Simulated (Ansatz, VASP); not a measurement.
# Two plane-wave programs on Ca

```
CELL_PARAMETERS angstrom
6.29515 0.00000 0.00000
-3.14757 5.45176 0.00000
0.00000 0.00000 3.76998
ATOMIC_POSITIONS crystal
Ca 0.00000 0.00000 0.00000
Ca 0.33333 0.66667 0.50000
Ca 0.66667 0.33333 0.50000
```

Alike in both runs: functional BLYP; k mesh 6 × 6 × 8; occupations fermi-dirac, width 0.1 eV; no spin polarisation.

Ansatz relaxed the structure, and its values are those at the end. VASP's run is a single point on that final structure, the one shown.

```csv
,VASP,Ansatz
version,VASP 6.6.1,Ansatz 0.2.0
potentials or method,"VASP PAW PBE potentials, release 64 (Ca_sv), cutoff 520 eV","plane waves (420 eV) with PAW, scalar-relativistic"
valence electrons in the cell,30,30
```

```csv
,VASP,Ansatz,Ansatz less VASP
pressure (GPa),0.0,0.0,-0.01
```

VASP's potentials were made for PBE, not for BLYP.
